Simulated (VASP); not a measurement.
# Si (Fd-3m) in VASP: further runs, part 2 of 2

VASP 6.6.1. The steps go on from the part before.

**5. Single point, r2SCAN**

Input file POSCAR:

```
Si
1.0
   -5.4697269700      5.4697269700      5.4697269700
    5.4697269700     -5.4697269700      5.4697269700
    5.4697269700      5.4697269700     -5.4697269700
Si
32
Direct
    0.0000000000      0.0000000000      0.2500000000
    0.0000000000      0.2500000000      0.0000000000
    0.0000000000      0.5000000000      0.7500000000
    0.0000000000      0.7500000000      0.5000000000
    0.2500000000      0.0000000000      0.0000000000
    0.2500000000      0.2500000000      0.7500000000
    0.2500000000      0.5000000000      0.5000000000
    0.2500000000      0.7500000000      0.2500000000
    0.5000000000      0.0000000000      0.7500000000
    0.5000000000      0.2500000000      0.5000000000
    0.5000000000      0.5000000000      0.2500000000
    0.5000000000      0.7500000000      0.0000000000
    0.7500000000      0.0000000000      0.5000000000
    0.7500000000      0.2500000000      0.2500000000
    0.7500000000      0.5000000000      0.0000000000
    0.7500000000      0.7500000000      0.7500000000
    0.0000000000      0.0000000000      0.5000000000
    0.0000000000      0.2500000000      0.2500000000
    0.0000000000      0.5000000000      0.0000000000
    0.0000000000      0.7500000000      0.7500000000
    0.2500000000      0.0000000000      0.2500000000
    0.2500000000      0.2500000000      0.0000000000
    0.2500000000      0.5000000000      0.7500000000
    0.2500000000      0.7500000000      0.5000000000
    0.5000000000      0.0000000000      0.0000000000
    0.5000000000      0.2500000000      0.7500000000
    0.5000000000      0.5000000000      0.5000000000
    0.5000000000      0.7500000000      0.2500000000
    0.7500000000      0.0000000000      0.7500000000
    0.7500000000      0.2500000000      0.5000000000
    0.7500000000      0.5000000000      0.2500000000
    0.7500000000      0.7500000000      0.0000000000
```

Input file INCAR.step1:

```
  PREC = Accurate
  ENCUT = 550
  ISMEAR = -1
  SIGMA = 0.01
  LREAL = Auto
  LASPH = True
  NELM = 120
  NBANDS = 86
  GGA = PE
  ALGO = Normal
  EDIFF = 1E-5
  LWAVE = True
  LCHARG = False
  GGA_COMPAT = False
```

Input file INCAR.step2:

```
  PREC = Accurate
  ENCUT = 550
  EDIFF = 1E-6
  ISMEAR = -1
  SIGMA = 0.01
  LREAL = Auto
  LASPH = True
  NELM = 120
  ALGO = Normal
  ISIF = 2
  LWAVE = False
  LCHARG = True
  METAGGA = R2SCAN
  LMIXTAU = True
  LELF = True
  LVHAR = True
  NBANDS = 86
  ISTART = 1
  GGA_COMPAT = False
```

Input file KPOINTS:

```
Automatic mesh
0
Gamma
  1 1 1
  0.25 0.25 0.25
```

Potentials or basis: VASP PAW PBE potentials, release 64 (Si).

Started as:

```
> cat potpaw_PBE.64/Si/POTCAR > POTCAR
> cp INCAR.step1 INCAR
> mpirun -np 1 vasp_std > vasp.out
> cp INCAR.step2 INCAR
> mpirun -np 1 vasp_std > vasp.out
```

OUTCAR:

```text
PREC = Accurate
   ENCUT = 550
   EDIFF = 1E-6
   ISMEAR = -1
   LREAL = Auto
   LASPH = True
   NELM = 120
   ISIF = 2
   METAGGA = R2SCAN
   ISTART = 1

 ion  position               nearest neighbor table
   1  0.000  0.000  0.250-  17 2.37  18 2.37  21 2.37  32 2.37
   2  0.000  0.250  0.000-  18 2.37  19 2.37  22 2.37  29 2.37
   3  0.000  0.500  0.750-  19 2.37  20 2.37  23 2.37  30 2.37
   4  0.000  0.750  0.500-  17 2.37  20 2.37  24 2.37  31 2.37
   5  0.250  0.000  0.000-  20 2.37  21 2.37  22 2.37  25 2.37
   6  0.250  0.250  0.750-  17 2.37  22 2.37  23 2.37  26 2.37
[... 24 lines left out ...]
  31  0.750  0.500  0.250-   4 2.37  11 2.37  14 2.37  15 2.37
  32  0.750  0.750  0.000-   1 2.37  12 2.37  15 2.37  16 2.37

  LATTYP: Found a body centered cubic cell.
 ALAT       =    10.9394539400

  Lattice vectors:

 A1 = (  -5.4697269700,   5.4697269700,   5.4697269700)
 A2 = (   5.4697269700,  -5.4697269700,   5.4697269700)
 A3 = (   5.4697269700,   5.4697269700,  -5.4697269700)

[... 175 lines left out ...]
 cond. band min:       7.3155102632   @ k =   0.2500   0.2500   0.2500
 fundamental gap:      2.5568983323
 Fermi energy:         5.0608856612

 k-point     1 :       0.2500    0.2500    0.2500
  band No.  band energies     occupation
      1      -5.9989      2.00000
      2      -5.9989      2.00000
      3      -5.9989      2.00000
      4      -5.9989      2.00000
      5      -4.0190      2.00000
      6      -4.0190      2.00000
[... 68 lines left out ...]
     75       7.3155      0.00000
     76       7.3155      0.00000
 [bands above 76 left out]

------------------------ aborting loop because EDIFF is reached ----------------------------------------

  FORCE on cell =-STRESS in cart. coord.  units (eV):
  Direction    XX          YY          ZZ          XY          YZ          ZX
  --------------------------------------------------------------------------------------
  -------------------------------------------------------------------------------------
  Total       -4.9548780     -4.9548780     -4.9548780      0.0000000     -0.0000000      0.0000000
  in kB      -12.1279281    -12.1279281    -12.1279281      0.0000000     -0.0000000      0.0000000
  external PRESSURE =     -12.1279281 kB  Pullay stress =       0.0000000 kB

 VOLUME and BASIS-vectors are now :
 -----------------------------------------------------------------------------
  energy-cutoff  :      550.00
  volume of cell :      654.57
      direct lattice vectors                 reciprocal lattice vectors
    -5.469726970  5.469726970  5.469726970     0.000000000  0.091412241  0.091412241
     5.469726970 -5.469726970  5.469726970     0.091412241  0.000000000  0.091412241
     5.469726970  5.469726970 -5.469726970     0.091412241  0.091412241  0.000000000

 POSITION                                       TOTAL-FORCE (eV/Angst)
 -----------------------------------------------------------------------------------
      1.36743      1.36743     -1.36743         0.000000      0.000000      0.000000
      1.36743     -1.36743      1.36743         0.000000      0.000000      0.000000
      6.83716      1.36743     -1.36743         0.000000      0.000000      0.000000
      6.83716     -1.36743      1.36743         0.000000      0.000000     -0.000000
     -1.36743      1.36743      1.36743         0.000000      0.000000     -0.000000
      4.10230      4.10230     -1.36743         0.000000      0.000000      0.000000
[... 24 lines left out ...]
      0.00000      2.73486      5.46973        -0.000000     -0.000000     -0.000000
      0.00000      0.00000      8.20459        -0.000000     -0.000000     -0.000000
 -----------------------------------------------------------------------------------
    total drift:                                0.000000      0.000000     -0.000000

  FREE ENERGIE OF THE ION-ELECTRON SYSTEM (eV)
  ---------------------------------------------------
  free  energy   TOTEN  =      -278.3339210249 eV

  energy  without entropy=     -278.3339210249  energy(sigma->0) =     -278.33392102
```

OUTCAR.step1:

```text
PREC = Accurate
   ENCUT = 550
   ISMEAR = -1
   LREAL = Auto
   LASPH = True
[... 331 lines left out ...]
     -1.36743      1.36743      1.36743        -0.000000     -0.000000      0.000000
      4.10230      4.10230     -1.36743        -0.000000     -0.000000      0.000000
[... 24 lines left out ...]
      0.00000      2.73486      5.46973         0.000000      0.000000     -0.000000
      0.00000      0.00000      8.20459         0.000000      0.000000     -0.000000
 -----------------------------------------------------------------------------------
    total drift:                                0.000000      0.000000     -0.000000

  FREE ENERGIE OF THE ION-ELECTRON SYSTEM (eV)
  ---------------------------------------------------
  free  energy   TOTEN  =      -171.0389905091 eV

  energy  without entropy=     -171.0389905091  energy(sigma->0) =     -171.03899051
```

OSZICAR.step1:

```text
N       E                     dE             d eps       ncg     rms          rms(c)
DAV:   1     0.341429056155E+03    0.34143E+03   -0.50242E+04   172   0.129E+03
DAV:   2    -0.139784564833E+03   -0.48121E+03   -0.44932E+03   202   0.183E+02
DAV:   3    -0.173258541157E+03   -0.33474E+02   -0.32694E+02   216   0.417E+01
DAV:   4    -0.173981146874E+03   -0.72261E+00   -0.72030E+00   200   0.744E+00
DAV:   5    -0.174000489585E+03   -0.19343E-01   -0.19318E-01   200   0.121E+00    0.193E+01
DAV:   6    -0.171947099746E+03    0.20534E+01   -0.11284E+00   192   0.227E+00    0.119E+01
DAV:   7    -0.171011315266E+03    0.93578E+00   -0.24602E+00   184   0.351E+00    0.716E-01
DAV:   8    -0.171033699607E+03   -0.22384E-01   -0.12981E-01   184   0.894E-01    0.243E-01
DAV:   9    -0.171037585196E+03   -0.38856E-02   -0.59528E-03   216   0.223E-01    0.235E-01
DAV:  10    -0.171038987030E+03   -0.14018E-02   -0.30776E-03   184   0.143E-01    0.116E-01
DAV:  11    -0.171038990509E+03   -0.34792E-05   -0.78554E-05   168   0.240E-02
   1 F= -.17103899E+03 E0= -.17103899E+03  d E =-.914751E-11
```

It took 6.3 min on 1 thread of Intel Xeon Platinum 8259CL at 2.50GHz (Skylake/Cascade Lake), shared host; peak memory 0.82 GiB.

What came out:

```
Free energy            : -278.3339 eV
Pressure               : -1.2 GPa
Band gap on the k mesh : 2.56 eV
```

Caveat: the k points lie up to 0.81 Å⁻¹ apart; the PAW data sets were made with another functional, which shifts forces and pressure a little; a shifted mesh leaves out Γ, where band edges can lie.

**6. Overview**

```tsv
level	potentials or basis	k mesh	cutoff (eV)	gap on the mesh (eV)	pressure (GPa)
PBE	VASP PAW PBE potentials, release 64 (Si)	1 × 1 × 1	500	0.72	1.0
LDA	VASP PAW LDA potentials, release 64 (Si)	1 × 1 × 1, shifted	500	2.17	-3.0
PBE	VASP PAW PBE potentials, release 64 (Si)	1 × 1 × 1, shifted	500	2.28	0.3
r2SCAN	VASP PAW PBE potentials, release 64 (Si)	1 × 1 × 1, shifted	550	2.56	-1.2
```

Alike in all rows: task single point; no spin polarisation; cell as given; smearing fermi-dirac 0.01 eV.

Caveats: all runs use coarse meshes; a shifted mesh leaves out Γ, where band edges can lie (at least some runs); an odd mesh through Γ misses points on the zone boundary, where band edges can lie (at least some runs); the PAW data sets were made with another functional, which shifts forces and pressure a little (at least some runs).

Absolute energies hang on the potentials; compare differences alone.
